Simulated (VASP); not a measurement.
Wanted: the native input for a VASP 6.6.1 run.

- Task: electric field gradients
- Functional: r2SCAN
- Potentials or basis: VASP PAW PBE potentials, release 64 (Te)
- Cutoff: 520 eV
- k mesh: 10 × 10 × 6
- Occupations: fermi-dirac, width 0.08 eV
- Spin: no spin polarisation
- Dipole correction: no
- Further INCAR settings: ALGO = Normal; EDIFF = 1e-08; NBANDS = 16

Te:

```
Te
1.0
     3.82029   -2.14820    0.00000
     3.82029    2.14820    0.00000
    -0.09429    0.00000    5.97609
Te
3
Direct
  0.69055 0.69055 0.66119
  0.30945 0.30945 0.33881
  0.00000 0.00000 0.00000
```

One way to write it, as run:

POSCAR

```
Te
1.0
    3.8202894285     -2.1482026000      0.0000000000
    3.8202894285      2.1482026000      0.0000000000
   -0.0942908673      0.0000000000      5.9760906531
Te
3
Direct
    0.6905533900      0.6905533900      0.6611905100
    0.3094466100      0.3094466100      0.3388094900
    0.0000000000      0.0000000000      0.0000000000
```

INCAR.step1

```
ALGO = Normal
EDIFF = 1E-4
ENCUT = 520
GGA = PE
ISMEAR = -1
LASPH = True
LCHARG = False
LREAL = False
LWAVE = True
NBANDS = 16
NELM = 100
PREC = Accurate
SIGMA = 0.08
```

INCAR.step2

```
ALGO = Normal
EDIFF = 1E-8
ENCUT = 520
ISIF = 2
ISMEAR = -1
ISTART = 1
LASPH = True
LCHARG = False
LEFG = True
LMIXTAU = True
LREAL = False
LWAVE = False
METAGGA = R2SCAN
NBANDS = 16
NELM = 100
PREC = Accurate
SIGMA = 0.08
```

KPOINTS

```
k-points
0
Gamma
  10 10 6
```

Potentials or basis: VASP PAW PBE potentials, release 64 (Te).

Run with:

```bash
$ cat potpaw_PBE.64/Te/POTCAR > POTCAR
$ cp INCAR.step1 INCAR
$ mpirun -np 1 vasp_std > vasp.out
$ cp INCAR.step2 INCAR
$ mpirun -np 1 vasp_std > vasp.out
```

Results of the run:

```
Pressure                                : 0.0 GPa
Largest force                           : 0.033 eV/Å
Band gap on the k mesh                  : zero (bands 9 and 10 overlap by 0.15 eV)
Largest electric field gradient by atom : Te -259.1, +476.5 (each value once) V/Å²
```

Caveat: without QUAD_EFG the Cq values of the log hold for a quadrupole moment of 1 mb, not for the nuclei; the PAW data sets were made with another functional, which shifts forces and pressure a little; spin-orbit coupling is left out, which moves the levels of the heavy elements.

Run time: 10 min on 1 thread of Intel(R) Xeon(R) 6975P-C (Granite Rapids), with other jobs on the host, peak memory 0.39 GiB.
